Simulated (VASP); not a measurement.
# Ga2BAs3 (P4/mmm) in VASP: a series of runs

Ga2BAs3 is run at these levels: PBE; tasks: single point.

All numbers are computed with VASP 6.6.1; they aren't measurements. Logs are shortened: lines on timing, memory, paths and dates and some standing lists are left out, and cuts for length are marked.

## (1) The cell of the first run

It takes space group P4/mmm (No. 123, tetragonal). The conventional cell has a = 3.142 Å, b = 3.142 Å, c = 11.048 Å, α = 90.00°, β = 90.00°, γ = 90.00°. Ga (site symmetry 4mm) has 8 As at 2.83 to 3.38 Å and 5 Ga at 3.14 to 3.52 Å and 1 B at 3.77 Å within 3.8 Å. B (site symmetry 4/mmm) has 8 As at 2.53 Å and 4 B at 3.14 Å within 3.3 Å. As (site symmetry 4mm) has 5 As at 2.44 to 3.14 Å and 4 B at 2.53 Å within 3.2 Å. Within 3.7 Å of As (site symmetry 4/mmm) lie 8 Ga at 2.83 Å and 4 As at 3.14 Å.

The cell was generated, and may not be a known phase.

## (2) Single point, PBE

Input file INCAR:

```
  PREC = Accurate
  ENCUT = 500
  EDIFF = 1E-6
  ISMEAR = 0
  SIGMA = 0.2
  LREAL = False
  LASPH = True
  NELM = 120
  ALGO = Normal
  ISIF = 2
  LWAVE = False
  LCHARG = False
  GGA = PE
  NBANDS = 31
  GGA_COMPAT = False
```

Input file KPOINTS:

```
Automatic mesh
0
Gamma
  5 5 2
```

Input file POSCAR:

```
Ga2BAs3
1.0
    3.1416918286      0.0000000000      0.0000000000
    0.0000000000      3.1416918286      0.0000000000
    0.0000000000      0.0000000000     11.0481189635
Ga B As
2 1 3
Direct
    0.0000000000      0.0000000000      0.3409013015
    0.0000000000      0.0000000000      0.6590986985
    0.0000000000      0.0000000000      0.0000000000
    0.5000000000      0.5000000000      0.1102447181
    0.5000000000      0.5000000000      0.5000000000
    0.5000000000      0.5000000000      0.8897552819
```

Potentials or basis: VASP PAW PBE potentials, release 64 (Ga_d, B, As).

Run with:

```
$ cat potpaw_PBE.64/Ga_d/POTCAR potpaw_PBE.64/B/POTCAR potpaw_PBE.64/As/POTCAR > POTCAR
$ mpirun -np 1 vasp_std > vasp.out
```

OUTCAR:

```text
PREC = Accurate
   ENCUT = 500
   EDIFF = 1E-6
   ISMEAR = 0
   LREAL = False
   LASPH = True
   NELM = 120
   ISIF = 2
   GGA = PE

 ion  position               nearest neighbor table
   1  0.000  0.000  0.341-   5 2.83   5 2.83   5 2.83   5 2.83
   2  0.000  0.000  0.659-   5 2.83   5 2.83   5 2.83   5 2.83
   3  0.000  0.000  0.000-   4 2.53   6 2.53   4 2.53   6 2.53   4 2.53   6 2.53   4 2.53   6 2.53

   4  0.500  0.500  0.110-   6 2.44   3 2.53   3 2.53   3 2.53   3 2.53
   5  0.500  0.500  0.500-   1 2.83   2 2.83   1 2.83   2 2.83   1 2.83   2 2.83   1 2.83   2 2.83

   6  0.500  0.500  0.890-   4 2.44   3 2.53   3 2.53   3 2.53   3 2.53

  LATTYP: Found a simple tetragonal cell.
 ALAT       =     3.1416918286
 C/A-ratio  =     3.5166144760

  Lattice vectors:

 A1 = (   3.1416918286,   0.0000000000,   0.0000000000)
 A2 = (   0.0000000000,   3.1416918286,   0.0000000000)
 A3 = (   0.0000000000,   0.0000000000,  11.0481189635)

Analysis of symmetry for initial positions (statically):
=====================================================================
 Subroutine PRICEL returns:
 Original cell was already a primitive cell.

 Routine SETGRP: Setting up the symmetry group for a
 simple tetragonal supercell.

 Subroutine GETGRP returns: Found 16 space group operations
 (whereof 16 operations were pure point group operations)
 out of a pool of 16 trial point group operations.

The static configuration has the point symmetry D_4h.

Analysis of symmetry for dynamics (positions and initial velocities):
=====================================================================
 Subroutine PRICEL returns:
 Original cell was already a primitive cell.

 Routine SETGRP: Setting up the symmetry group for a
 simple tetragonal supercell.

 Subroutine GETGRP returns: Found 16 space group operations
 (whereof 16 operations were pure point group operations)
 out of a pool of 16 trial point group operations.

The dynamic configuration has the point symmetry D_4h.

 Subroutine INISYM returns: Found 16 space group operations
 (whereof 16 operations are pure point group operations),
 and found     1 'primitive' translations

----------------------------------------------------------------------------------------

                                     Primitive cell

  volume of cell :     109.0474

  direct lattice vectors                    reciprocal lattice vectors
     3.141691829  0.000000000  0.000000000     0.318299838  0.000000000  0.000000000
     0.000000000  3.141691829  0.000000000     0.000000000  0.318299838  0.000000000
     0.000000000  0.000000000 11.048118964     0.000000000  0.000000000  0.090513146

  length of vectors
     3.141691829  3.141691829 11.048118964     0.318299838  0.318299838  0.090513146

  position of ions in fractional coordinates (direct lattice)
     0.000000000  0.000000000  0.340901301
     0.000000000  0.000000000  0.659098699
     0.000000000  0.000000000  0.000000000
     0.500000000  0.500000000  0.110244718
     0.500000000  0.500000000  0.500000000
     0.500000000  0.500000000  0.889755282

  ion indices of the primitive-cell ions
   primitive index   ion index
                 1           1
                 2           2
                 3           3
                 4           4
                 5           5
                 6           6

----------------------------------------------------------------------------------------

 KPOINTS: Automatic mesh

Automatic generation of k-mesh.
 Grid dimensions read from file:
 generate k-points for:    5    5    2

 Generating k-lattice:

  Cartesian coordinates                     Fractional coordinates (reciprocal lattice)
     0.063659968  0.000000000  0.000000000     0.200000000  0.000000000  0.000000000
     0.000000000  0.063659968  0.000000000     0.000000000  0.200000000  0.000000000
     0.000000000  0.000000000  0.045256573     0.000000000  0.000000000  0.500000000

  Length of vectors
     0.063659968  0.063659968  0.045256573

  Shift w.r.t. Gamma in fractional coordinates (k-lattice)
     0.000000000  0.000000000  0.000000000

 Subroutine IBZKPT returns following result:
 ===========================================

 Found     12 irreducible k-points:

 Following reciprocal coordinates:
            Coordinates               Weight
  0.000000  0.000000  0.000000      1.000000
  0.200000  0.000000  0.000000      4.000000
  0.400000  0.000000  0.000000      4.000000
  0.200000  0.200000  0.000000      4.000000
  0.400000  0.200000  0.000000      8.000000
  0.400000  0.400000  0.000000      4.000000
  0.000000  0.000000  0.500000      1.000000
  0.200000  0.000000  0.500000      4.000000
  0.400000  0.000000  0.500000      4.000000
  0.200000  0.200000  0.500000      4.000000
  0.400000  0.200000  0.500000      8.000000
  0.400000  0.400000  0.500000      4.000000
   k-points           NKPTS =     12   k-points in BZ     NKDIM =     12   number of bands    NBANDS=     31
   number of dos      NEDOS =    301   number of ions     NIONS =      6
   total plane-waves  NPLWV =  48384
   dimension x,y,z NGX =    24 NGY =   24 NGZ =   84
   dimension x,y,z NGXF=    48 NGYF=   48 NGZF=  168
   ions per type =               2   1   3
   NGX,Y,Z   is equivalent  to a cutoff of  12.70, 12.70, 12.64 a.u.
   NGXF,Y,Z  is equivalent  to a cutoff of  25.40, 25.40, 25.28 a.u.
 SYSTEM =  unknown system
   PREC   = accura    normal or accurate (medium, high low for compatibility)
   ISTART =      0    job   : 0-new  1-cont  2-samecut
   ICHARG =      2    charge: 1-file 2-atom 10-const
   ISPIN  =      1    spin polarized calculation?
   LNONCOLLINEAR =      F non collinear calculations
   LSORBIT =      F    spin-orbit coupling
   LASPH  =      T    aspherical Exc in radial PAW
   ENCUT  =  500.0 eV  36.75 Ry    6.06 a.u.   5.73  5.73 20.14*2*pi/ulx,y,z
   NELM   =    120;   NELMIN=  2; NELMDL= -5     # of ELM steps
   EDIFF  = 0.1E-05   stopping-criterion for ELM
   LREAL  =      F    real-space projection
   EDIFFG = 0.1E-04   stopping-criterion for IOM
   NSW    =      0    number of steps for IOM
   IBRION =     -1    ionic relax: 0-MD 1-quasi-New 2-CG
   NFREE  =      0    steps in history (QN), initial steepest desc. (CG)
   ISIF   =      2    stress and relaxation
[... 29 lines left out ...]
 NGX is ok and might be reduce to    24
   NGX = 11   NGY = 11   NGZ = 41

 number of electron      43.9999974 magnetization

 Free energy of the ion-electron system (eV)
  ---------------------------------------------------
  ext. energy  EPLUGINS =         0.00000000
  ---------------------------------------------------
  free energy    TOTEN  =       -23.22355982 eV

  energy without entropy =      -23.16364755  energy(sigma->0) =      -23.19360368

 E-fermi :   5.6071     XC(G=0): -10.5858

 val. band max:        5.6004317187   @ k =   0.4000   0.2000   0.0000
 cond. band min:       5.6144177986   @ k =   0.2000   0.2000   0.5000
 fundamental gap:      0.0139860799
 Fermi energy:         5.6070806511

 k-point     1 :       0.0000    0.0000    0.0000
  band No.  band energies     occupation
      1      -9.4257      2.00000
      2      -9.3230      2.00000
      3      -9.3196      2.00000
      4      -9.2511      2.00000
      5      -9.2389      2.00000
      6      -9.1912      2.00000
[... 23 lines left out ...]
     30      11.9095      0.00000
     31      11.9457      0.00000

 k-point     2 :       0.2000    0.0000    0.0000
  band No.  band energies     occupation
      1      -9.2971      2.00000
      2      -9.2909      2.00000
      3      -9.2581      2.00000
      4      -9.2492      2.00000
      5      -9.2144      2.00000
      6      -9.1995      2.00000
[... 23 lines left out ...]
     30      11.9259      0.00000
     31      12.2206      0.00000

 k-point     3 :       0.4000    0.0000    0.0000
  band No.  band energies     occupation
      1      -9.3295      2.00000
      2      -9.2785      2.00000
      3      -9.2679      2.00000
      4      -9.2443      2.00000
      5      -9.2016      2.00000
      6      -9.1973      2.00000
[... 23 lines left out ...]
     30      11.0563      0.00000
     31      12.1014      0.00000

 k-point     4 :       0.2000    0.2000    0.0000
  band No.  band energies     occupation
      1      -9.2662      2.00000
      2      -9.2513      2.00000
      3      -9.2457      2.00000
      4      -9.2376      2.00000
      5      -9.2133      2.00000
      6      -9.2095      2.00000
[... 23 lines left out ...]
     30      11.1952      0.00000
     31      11.6960      0.00000

 k-point     5 :       0.4000    0.2000    0.0000
  band No.  band energies     occupation
      1      -9.3129      2.00000
      2      -9.2397      2.00000
      3      -9.2372      2.00000
      4      -9.2307      2.00000
      5      -9.2270      2.00000
      6      -9.2142      2.00000
[... 23 lines left out ...]
     30      10.1988      0.00000
     31      10.2230      0.00000

 k-point     6 :       0.4000    0.4000    0.0000
  band No.  band energies     occupation
      1      -9.3150      2.00000
      2      -9.2779      2.00000
      3      -9.2609      2.00000
      4      -9.2579      2.00000
      5      -9.2279      2.00000
      6      -9.2254      2.00000
[... 23 lines left out ...]
     30       8.8611      0.00000
     31       9.4434      0.00000

 k-point     7 :       0.0000    0.0000    0.5000
  band No.  band energies     occupation
      1      -9.4170      2.00000
      2      -9.3230      2.00000
      3      -9.3196      2.00000
      4      -9.2691      2.00000
      5      -9.2264      2.00000
      6      -9.1912      2.00000
[... 23 lines left out ...]
     30      11.2058      0.00000
     31      11.6425      0.00000

 k-point     8 :       0.2000    0.0000    0.5000
  band No.  band energies     occupation
      1      -9.2968      2.00000
      2      -9.2911      2.00000
      3      -9.2553      2.00000
      4      -9.2431      2.00000
      5      -9.2245      2.00000
      6      -9.2003      2.00000
[... 23 lines left out ...]
     30      11.0607      0.00000
     31      11.9660      0.00000

 k-point     9 :       0.4000    0.0000    0.5000
  band No.  band energies     occupation
      1      -9.3279      2.00000
      2      -9.2784      2.00000
      3      -9.2679      2.00000
      4      -9.2464      2.00000
      5      -9.2016      2.00000
      6      -9.1973      2.00000
[... 23 lines left out ...]
     30      11.2328      0.00000
     31      11.5111      0.00000

 k-point    10 :       0.2000    0.2000    0.5000
  band No.  band energies     occupation
      1      -9.2653      2.00000
      2      -9.2513      2.00000
      3      -9.2457      2.00000
      4      -9.2356      2.00000
      5      -9.2133      2.00000
      6      -9.2129      2.00000
[... 23 lines left out ...]
     30      11.2009      0.00000
     31      11.3234      0.00000

 k-point    11 :       0.4000    0.2000    0.5000
  band No.  band energies     occupation
      1      -9.3124      2.00000
      2      -9.2404      2.00000
      3      -9.2370      2.00000
      4      -9.2303      2.00000
      5      -9.2275      2.00000
      6      -9.2143      2.00000
[... 23 lines left out ...]
     30      10.3459      0.00000
     31      10.7906      0.00000

 k-point    12 :       0.4000    0.4000    0.5000
  band No.  band energies     occupation
      1      -9.3149      2.00000
      2      -9.2781      2.00000
      3      -9.2605      2.00000
      4      -9.2578      2.00000
      5      -9.2281      2.00000
      6      -9.2254      2.00000
[... 23 lines left out ...]
     30       8.8304      0.00000
     31       9.0422      0.00000

------------------------ aborting loop because EDIFF is reached ----------------------------------------

  FORCE on cell =-STRESS in cart. coord.  units (eV):
  Direction    XX          YY          ZZ          XY          YZ          ZX
  --------------------------------------------------------------------------------------
  -------------------------------------------------------------------------------------
  Total        0.0461635      0.0461635      0.4793967      0.0000000      0.0000000     -0.0000000
  in kB        0.6782557      0.6782557      7.0435265      0.0000000      0.0000000     -0.0000000
  external PRESSURE =       2.8000126 kB  Pullay stress =       0.0000000 kB

 VOLUME and BASIS-vectors are now :
 -----------------------------------------------------------------------------
  energy-cutoff  :      500.00
  volume of cell :      109.05
      direct lattice vectors                 reciprocal lattice vectors
     3.141691829  0.000000000  0.000000000     0.318299838  0.000000000  0.000000000
     0.000000000  3.141691829  0.000000000     0.000000000  0.318299838  0.000000000
     0.000000000  0.000000000 11.048118964     0.000000000  0.000000000  0.090513146

 POSITION                                       TOTAL-FORCE (eV/Angst)
 -----------------------------------------------------------------------------------
      0.00000      0.00000      3.76632         0.000000     -0.000000     -0.025886
      0.00000      0.00000      7.28180        -0.000000     -0.000000      0.025886
      0.00000      0.00000      0.00000         0.000000     -0.000000      0.000000
      1.57085      1.57085      1.21800        -0.000000      0.000000      0.068444
      1.57085      1.57085      5.52406         0.000000     -0.000000      0.000000
      1.57085      1.57085      9.83012         0.000000      0.000000     -0.068444
 -----------------------------------------------------------------------------------
    total drift:                               -0.000000      0.000000      0.000000

  FREE ENERGIE OF THE ION-ELECTRON SYSTEM (eV)
  ---------------------------------------------------
  free  energy   TOTEN  =       -23.2235598168 eV

  energy  without entropy=      -23.1636475529  energy(sigma->0) =      -23.19360368
```

Run time: 78 s. Hardware: 1 thread of Intel Xeon 8259CL, shared host; peak memory 0.19 GiB.

What came out:

```yaml
Free_energy: -23.2236 eV
Pressure: 0.3 GPa
Largest_force: 0.068 eV/Å
Band_gap_on_the_k_mesh: zero (bands 22 and 23 overlap by 3.00 eV)
```

Forces on the atoms (eV/Å):
```
Ga   0.000  0.000 -0.026
Ga   0.000  0.000  0.026
B    0.000  0.000  0.000
As   0.000  0.000  0.068
As   0.000  0.000  0.000
As   0.000  0.000 -0.068
```

Caveat: the k points lie up to 0.40 Å⁻¹ apart, too coarse for converged energies and pressures of a metal.

## (3) Single point, PBE

This run uses another cell than the first one, of 19.66 Å³/atom.

Input file INCAR:

```
  ALGO = Normal
  EDIFF = 1E-6
  ENCUT = 500
  GGA = PE
  GGA_COMPAT = False
  ISIF = 2
  ISMEAR = 0
  LASPH = True
  LCHARG = False
  LREAL = False
  LWAVE = False
  NBANDS = 31
  NELM = 120
  PREC = Accurate
  SIGMA = 0.2
```

Input file KPOINTS:

```
k-points
0
Gamma
  4 4 3
```

Input file POSCAR:

```
Ga2BAs3
1.0
    3.5551657577      0.0000000000      0.0000000000
    0.0000000000      3.5551657577      0.0000000000
    0.0000000000      0.0000000000      9.3309656065
Ga B As
2 1 3
Direct
    0.0000000000      0.5000000000      0.0000000000
    0.5000000000      0.0000000000      0.0000000000
    0.0000000000      0.0000000000      0.5000000000
    0.5000000000      0.5000000000      0.7810560633
    0.5000000000      0.5000000000      0.2189439367
    0.5000000000      0.5000000000      0.5000000000
```

Potentials or basis: VASP PAW PBE potentials, release 64 (Ga_d, B, As).

Run with:

```
$ cat potpaw_PBE.64/Ga_d/POTCAR potpaw_PBE.64/B/POTCAR potpaw_PBE.64/As/POTCAR > POTCAR
$ mpirun -np 1 vasp_std > vasp.out
```

Run time: 85 s. Hardware: 1 thread of Intel Xeon 8259CL, shared host; peak memory 0.2 GiB.

The run converged. Its results:

```
Free energy            : -21.8912 eV
Pressure               : 0.0 GPa
Largest force          : 0.026 eV/Å
Band gap on the k mesh : zero (bands 22 and 23 overlap by 4.14 eV)
```

Forces in eV/Å, atoms in the order of the input:
```
Ga   0.000  0.000  0.000
Ga   0.000  0.000  0.000
B    0.000  0.000  0.000
As   0.000  0.000 -0.026
As   0.000  0.000  0.026
As   0.000  0.000  0.000
```

Stress tensor (GPa, compression positive):
```
 0.07  0.00  0.00
 0.00  0.07  0.00
 0.00  0.00 -0.07
```

Levels at points of the mesh, in eV from the Fermi level:
| k point | band 18 | band 19 | band 20 | band 21 | band 22 | band 23 | band 24 | band 25 |
| --- | --- | --- | --- | --- | --- | --- | --- | --- |
| (0.00, 0.00, 0.00) | -2.20 | -1.23 | -1.23 | 0.52 | 0.56 | 0.56 | 1.00 | 1.31 |
| (0.50, 0.00, 0.00) | -4.12 | -1.00 | -0.31 | 0.13 | 1.04 | 1.13 | 1.17 | 1.66 |
| (0.50, 0.50, 0.00) | -4.92 | -3.90 | -3.68 | -3.40 | -3.40 | -3.10 | 0.55 | 0.55 |

Caveat: the k points lie up to 0.44 Å⁻¹ apart, too coarse for converged energies and pressures of a metal.

## (4) Single point, PBE

This run uses another cell than the first one, of 22.30 Å³/atom.

Input file INCAR:

```
PREC     = Accurate       # precision mode
ENCUT    = 500            # plane-wave cutoff, eV
EDIFF    = 1E-6           # SCF threshold, eV
ISMEAR   = 0              # smearing method
SIGMA    = 0.2            # smearing width, eV
LREAL    = False          # projectors in reciprocal space
LASPH    = True           # aspherical terms in the spheres
NELM     = 120            # most SCF steps
ALGO     = Normal         # electronic algorithm
ISIF     = 2              # what is computed and relaxed
LWAVE    = False          # write WAVECAR
LCHARG   = False          # write CHGCAR
GGA      = PE             # functional
NBANDS   = 31             # bands
GGA_COMPAT= False
```

Input file KPOINTS:

```
regular mesh
0
Gamma
  4 4 3
```

Input file POSCAR:

```
Ga2BAs3
1.0
    5.4246865976      0.0000000000      0.0000000000
    0.0000000000      5.4246865976      0.0000000000
    0.0000000000      0.0000000000      4.5465448941
Ga B As
2 1 3
Direct
    0.5000000000      0.5000000000      0.5000000000
    0.0000000000      0.0000000000      0.0000000000
    0.0000000000      0.0000000000      0.5000000000
    0.0000000000      0.5000000000      0.0000000000
    0.5000000000      0.0000000000      0.0000000000
    0.5000000000      0.5000000000      0.0000000000
```

Run with:

```
$ cat potpaw_PBE.64/Ga_d/POTCAR potpaw_PBE.64/B/POTCAR potpaw_PBE.64/As/POTCAR > POTCAR
$ mpirun -np 1 vasp_std > vasp.out
```

Run time: 92 s. Hardware: 1 thread of Intel Xeon 8259CL, shared host; peak memory 0.21 GiB.

The run converged. Its results:

| Property | Result |
| --- | --- |
| Free energy | -21.0902 eV |
| Pressure | 0.4 GPa |
| Band gap on the k mesh | zero (bands 22 and 23 overlap by 0.45 eV) |

Stress tensor (GPa, compression positive):
```
0.51 0.00 0.00
0.00 0.51 0.00
0.00 0.00 0.17
```

Levels at points of the mesh, in eV from the Fermi level:
| k point | band 19 | band 20 | band 21 | band 22 | band 23 | band 24 | band 25 | band 26 |
| --- | --- | --- | --- | --- | --- | --- | --- | --- |
| (0.00, 0.00, 0.00) | -2.29 | -2.29 | -2.28 | -0.09 | 0.29 | 1.39 | 1.65 | 1.65 |
| (0.50, 0.00, 0.00) | -2.47 | -1.88 | -1.18 | -0.63 | 0.28 | 0.37 | 1.41 | 1.96 |
| (0.50, 0.50, 0.00) | -0.99 | -0.99 | -0.48 | -0.48 | -0.23 | -0.02 | -0.02 | 0.40 |

Caveat: the k points lie up to 0.46 Å⁻¹ apart; semilocal functionals underestimate gaps, and a narrow one can read as zero.

## (5) The runs side by side

```csv
cell,k mesh,gap on the mesh (eV),pressure (GPa),largest force (eV/Å)
"a = 3.142, b = 3.142, c = 11.048 Å, 6 atoms, atomic positions A",5 × 5 × 2,none,0.3,0.07
"a = 3.555, b = 3.555, c = 9.331 Å, 6 atoms, atomic positions B",4 × 4 × 3,none,0.0,0.03
"a = 5.425, b = 5.425, c = 4.547 Å, 6 atoms, atomic positions C",4 × 4 × 3,none,0.4,-
```

Alike in all rows: task single point; level PBE; potentials or basis VASP PAW PBE potentials, release 64 (Ga_d, B, As); no spin polarisation; cutoff (eV) 500; smearing gaussian 0.2 eV.

Caveats: all runs use coarse meshes; semilocal functionals underestimate gaps, and a narrow one can read as zero (at least some runs).

Absolute energies hang on the potentials; compare differences alone.

The gap in the log of VASP goes by the Fermi energy; the results here count the filled bands.